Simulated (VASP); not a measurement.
# Si2W in VASP: a series of runs

Runs on Si2W. Level: PBE. Tasks: single point.

Program: VASP 6.6.1. These are calculated values, not measurements. Logs are shortened: lines on timing, memory, paths and dates and some standing lists are left out, and cuts for length are marked.

### Step 1. The cell of the first run

The structure is orthorhombic, space group Immm (No. 71). Conventional cell: a = 3.216 Å, b = 3.277 Å, c = 7.853 Å, α = 90.00°, β = 90.00°, γ = 90.00°. Si (site symmetry mm2) has 9 Si at 2.60 to 3.28 Å and 5 W at 2.63 to 2.64 Å within 3.4 Å. W (site symmetry mmm) has 10 Si at 2.63 to 2.64 Å and 4 W at 3.22 to 3.28 Å within 3.5 Å.

### Step 2. Single point, PBE (uniaxial strain along a: +1.5 %, then relaxed in part)

File INCAR:

```
ALGO = Normal
EDIFF = 1E-6
ENCUT = 520
GGA = PE
ISIF = 2
ISMEAR = 0
LASPH = T
LCHARG = F
LREAL = F
LWAVE = F
NBANDS = 31
NELM = 100
PREC = Accurate
SIGMA = 0.1
```

File KPOINTS:

```
k-points
0
Gamma
  12 12 6
```

File POSCAR:

```
Si2W
1.0
    3.2774302441      0.0000000000      0.0000000000
    0.0000000000      3.2163059771      0.0000000000
    0.0000000000      0.0000000000      7.8534088119
Si W
4 2
Direct
    0.0000000000      0.0000000000      0.3346933235
    0.5000000000      0.5000000000      0.1653066765
    0.5000000000      0.5000000000      0.8346933235
    0.0000000000      0.0000000000      0.6653066765
    0.0000000000      0.0000000000      0.0000000000
    0.5000000000      0.5000000000      0.5000000000
```

Potentials or basis: VASP PAW PBE potentials, release 64 (Si, W_sv).

The run is started by

```console
cat potpaw_PBE.64/Si/POTCAR potpaw_PBE.64/W_sv/POTCAR > POTCAR
mpirun -np 1 vasp_std > vasp.out
```

OUTCAR:

```text
EDIFF = 1E-6
   ENCUT = 520
   GGA = PE
   ISIF = 2
   ISMEAR = 0
   LASPH = T
   LREAL = F
   NELM = 100
   PREC = Accurate

 ion  position               nearest neighbor table
   1  0.000  0.000  0.335-   4 2.60   5 2.63   6 2.64   6 2.64   6 2.64   6 2.64   2 2.65   2 2.65
                             2 2.65   2 2.65
   2  0.500  0.500  0.165-   3 2.60   6 2.63   5 2.64   5 2.64   5 2.64   5 2.64   1 2.65   1 2.65
                             1 2.65   1 2.65
   3  0.500  0.500  0.835-   2 2.60   6 2.63   5 2.64   5 2.64   5 2.64   5 2.64   4 2.65   4 2.65
                             4 2.65   4 2.65
   4  0.000  0.000  0.665-   1 2.60   5 2.63   6 2.64   6 2.64   6 2.64   6 2.64   3 2.65   3 2.65
                             3 2.65   3 2.65
   5  0.000  0.000  0.000-   1 2.63   4 2.63   3 2.64   2 2.64   2 2.64   3 2.64   2 2.64   3 2.64
                             2 2.64   3 2.64
   6  0.500  0.500  0.500-   2 2.63   3 2.63   1 2.64   4 2.64   1 2.64   4 2.64   1 2.64   4 2.64
                             1 2.64   4 2.64

  LATTYP: Found a simple orthorhombic cell.
 ALAT       =     3.2163059771
 B/A-ratio  =     1.0190044938
 C/A-ratio  =     2.4417480388

  Lattice vectors:

 A1 = (   0.0000000000,  -3.2163059771,   0.0000000000)
 A2 = (   3.2774302441,   0.0000000000,   0.0000000000)
 A3 = (   0.0000000000,   0.0000000000,   7.8534088119)

Analysis of symmetry for initial positions (statically):
=====================================================================
 Subroutine PRICEL returns following result:

  LATTYP: Found a body centered orthorhombic cell.
 ALAT       =     3.2163059771
 B/A-ratio  =     1.0190044938
 C/A-ratio  =     2.4417480388

  Lattice vectors:

 A1 = (   1.6387151221,  -1.6081529886,  -3.9267044060)
 A2 = (  -1.6387151221,   1.6081529886,  -3.9267044059)
 A3 = (   1.6387151221,   1.6081529885,   3.9267044059)

   2 primitive cells build up your supercell.

 Routine SETGRP: Setting up the symmetry group for a
 simple orthorhombic supercell.

 Subroutine GETGRP returns: Found  8 space group operations
 (whereof  8 operations were pure point group operations)
 out of a pool of  8 trial point group operations.

The static configuration has the point symmetry D_2h.

Analysis of symmetry for dynamics (positions and initial velocities):
=====================================================================
[... 123 lines left out ...]
   NELM   =    100;   NELMIN=  2; NELMDL= -5     # of ELM steps
   EDIFF  = 0.1E-05   stopping-criterion for ELM
   LREAL  =      F    real-space projection
   EDIFFG = 0.1E-04   stopping-criterion for IOM
   NSW    =      0    number of steps for IOM
   IBRION =     -1    ionic relax: 0-MD 1-quasi-New 2-CG
   NFREE  =      0    steps in history (QN), initial steepest desc. (CG)
   ISIF   =      2    stress and relaxation
   ISYM   =      2    0-nonsym 1-usesym 2-fastsym
   POTIM  = 0.5000    time-step for ionic-motion
   TEBEG  =    0.0;   TEEND  =   0.0 temperature during run
   PSTRESS=    0.0 pullay stress
   NELECT =      44.0000    total number of electrons
   NUPDOWN=      -1.0000    fix difference up-down
   EMIN   =  10.00;   EMAX   =-10.00  energy-range for DOS
   EFERMI =   0.00;   METHOD = LEGACY
   ISMEAR =     0;   SIGMA  =   0.10  broadening in eV -4-tet -1-fermi 0-gaus
   EFERMI_NEDOS =   21; number of points for ismear=-14 and -15
   IALGO  =     38    algorithm
   IMIX   =      4    mixing-type and parameters
     AMIX     =   0.40;   BMIX     =  1.00
     AMIX_MAG =   1.60;   BMIX_MAG =  1.00
  volume/ion in A,a.u.               =      13.80        93.11
  Fermi-wavevector in a.u.,A,eV,Ry     =   1.326099  2.505964 23.926381  1.758539
  Thomas-Fermi vector in A             =   2.455511
   LORBIT       =      0    0 simple, 1 ext, 2 COOP (PROOUT), +10 PAW based schemes
   GGA     = PE    functional components
   LHFCALC =     F    Hartree Fock is set to
   AEXX    =    0.0000 exact exchange contribution
   IVDW    =     0    specifies the selected vdW correction
   LEPSILON=     F    determine dielectric tensor
   LRPA    =     F    only Hartree local field effects (RPA)
 non-spin polarized calculation
 Gauss-broadening in eV      SIGMA  =   0.10
  energy-cutoff  :      520.00
  volume of cell :       82.78
 maximum number of plane-waves:      2260
   NGX = 13   NGY = 11   NGZ = 29

 number of electron      44.0000003 magnetization

 Free energy of the ion-electron system (eV)
  ---------------------------------------------------
  ext. energy  EPLUGINS =         0.00000000
  ---------------------------------------------------
  free energy    TOTEN  =       -49.60924407 eV

  energy without entropy =      -49.60630623  energy(sigma->0) =      -49.60777515

 E-fermi :  11.6451     XC(G=0): -12.4164

 val. band max:       11.5780946161   @ k =   0.0000   0.0833   0.3333
 cond. band min:      11.6452478673   @ k =   0.0000   0.0833   0.0000
 fundamental gap:      0.0671532512
 Fermi energy:        11.6450892371

 k-point     1 :       0.0000    0.0000    0.0000
  band No.  band energies     occupation
      1     -62.2803      2.00000
      2     -62.2803      2.00000
      3     -26.5413      2.00000
      4     -26.5401      2.00000
      5     -26.5279      2.00000
      6     -26.5122      2.00000
[... 805 lines left out ...]
     30      16.3026      0.00000
     31      16.3355      0.00000

 [... further k-points ...]

------------------------ aborting loop because EDIFF is reached ----------------------------------------

  FORCE on cell =-STRESS in cart. coord.  units (eV):
  Direction    XX          YY          ZZ          XY          YZ          ZX
  --------------------------------------------------------------------------------------
  -------------------------------------------------------------------------------------
  Total       -2.7202543      0.0331064     -0.0094638      0.0000000      0.0000000      0.0000000
  in kB      -52.6466905      0.6407278     -0.1831584      0.0000000      0.0000000      0.0000000
  external PRESSURE =     -17.3963737 kB  Pullay stress =       0.0000000 kB

 VOLUME and BASIS-vectors are now :
 -----------------------------------------------------------------------------
  energy-cutoff  :      520.00
  volume of cell :       82.78
      direct lattice vectors                 reciprocal lattice vectors
     3.277430244  0.000000000  0.000000000     0.305117096  0.000000000  0.000000000
     0.000000000  3.216305977  0.000000000     0.000000000  0.310915692  0.000000000
     0.000000000  0.000000000  7.853408812     0.000000000  0.000000000  0.127333241

 POSITION                                       TOTAL-FORCE (eV/Angst)
 -----------------------------------------------------------------------------------
      0.00000      0.00000      2.62848         0.000000     -0.000000     -0.004382
      1.63872      1.60815      1.29822        -0.000000     -0.000000      0.004382
      1.63872      1.60815      6.55519        -0.000000      0.000000     -0.004382
      0.00000      0.00000      5.22493        -0.000000      0.000000      0.004382
      0.00000      0.00000      0.00000         0.000000     -0.000000     -0.000000
      1.63872      1.60815      3.92670         0.000000     -0.000000     -0.000000
 -----------------------------------------------------------------------------------
    total drift:                                0.000000      0.000000     -0.000000

  FREE ENERGIE OF THE ION-ELECTRON SYSTEM (eV)
  ---------------------------------------------------
  free  energy   TOTEN  =       -49.6092440700 eV

  energy  without entropy=      -49.6063062332  energy(sigma->0) =      -49.60777515
```

Run time: 7.8 min. Hardware: 1 thread of Intel Xeon 8259CL, shared host; peak memory 0.48 GiB.

What came out:

```
Free energy            : -49.6092 eV
Pressure               : -1.7 GPa
Largest force          : 0.004 eV/Å
Band gap on the k mesh : zero (bands 22 and 23 overlap by 1.10 eV)
```

Forces on the atoms (eV/Å):
```
Si   0.000  0.000 -0.004
Si   0.000  0.000  0.004
Si   0.000  0.000 -0.004
Si   0.000  0.000  0.004
W    0.000  0.000  0.000
W    0.000  0.000  0.000
```

Stress tensor (GPa, compression positive):
```
-5.26  0.00  0.00
 0.00  0.06  0.00
 0.00  0.00 -0.02
```

Caveat: the cell differs from its parent crystal (uniaxial strain along a: +1.5 %, then relaxed in part); spin-orbit coupling is left out, which moves the levels of the heavy elements.

### Step 3. Single point, PBE (uniaxial strain along a: +3.0 %)

File INCAR:

```
ALGO = Normal ; EDIFF = 1E-6
ENCUT = 520 ; GGA = PE
ISIF = 2 ; ISMEAR = 0
LASPH = True ; LCHARG = False
LREAL = False ; LWAVE = False
NBANDS = 31 ; NELM = 80
PREC = Accurate ; SIGMA = 0.1
```

KPOINTS is that of step 2.

Changes to POSCAR since step 2:

```diff
@@ -2,5 +2,5 @@
 1.0
-    3.2774302441      0.0000000000      0.0000000000
-    0.0000000000      3.2163059771      0.0000000000
-    0.0000000000      0.0000000000      7.8534088119
+    3.3258651738      0.0000000000      0.0000000000
+    0.0000000000      3.2047778495      0.0000000000
+    0.0000000000      0.0000000000      7.8078266109
 Si W
```

Potentials or basis: VASP PAW PBE potentials, release 64 (Si, W_sv).

The run is started by

```console
cat potpaw_PBE.64/Si/POTCAR potpaw_PBE.64/W_sv/POTCAR > POTCAR
mpirun -np 1 vasp_std > vasp.out
```

Wall time 10 min (1 thread of Intel Xeon 8259CL, shared host); peak memory 0.49 GiB.

It converged, with:

* Free energy: -49.5476 eV
* Pressure: -2.5 GPa
* Largest force: 0.013 eV/Å
* Band gap on the k mesh: zero (bands 22 and 23 overlap by 0.95 eV)

Forces in eV/Å, atoms in the order of the input:
```
Si   0.000  0.000  0.013
Si   0.000  0.000 -0.013
Si   0.000  0.000  0.013
Si   0.000  0.000 -0.013
W    0.000  0.000  0.000
W    0.000  0.000  0.000
```

Stress tensor (GPa, compression positive):
```
-10.01   0.00   0.00
  0.00   0.42   0.00
  0.00   0.00   2.05
```

Levels at points of the mesh, in eV from the Fermi level:
```tsv
k point	band 19	band 20	band 21	band 22	band 23	band 24	band 25	band 26
(0.00, 0.00, 0.00)	-1.37	-0.69	-0.54	-0.22	0.50	0.69	2.26	2.52
(0.50, 0.00, 0.00)	-2.43	-2.43	-0.52	-0.52	1.98	1.98	2.56	2.56
(0.00, 0.50, 0.00)	-2.34	-2.34	-0.92	-0.92	2.18	2.18	3.16	3.16
(0.50, 0.50, 0.00)	-3.01	-3.01	-1.77	-1.77	2.50	2.50	2.87	2.87
(0.00, 0.00, 0.50)	-1.93	-1.93	0.59	0.59	1.15	1.15	1.32	1.32
(0.50, 0.00, 0.50)	-2.52	-2.52	-0.26	-0.26	2.09	2.09	2.96	2.96
(0.00, 0.50, 0.50)	-2.59	-2.59	-0.63	-0.63	2.34	2.34	2.87	2.87
(0.50, 0.50, 0.50)	-2.42	-2.42	-2.23	-2.23	0.11	0.11	2.55	2.55
```

Caveat: the cell differs from its parent crystal (uniaxial strain along a: +3.0 %); spin-orbit coupling is left out, which moves the levels of the heavy elements.

(Part 1 of 2 ends here.)
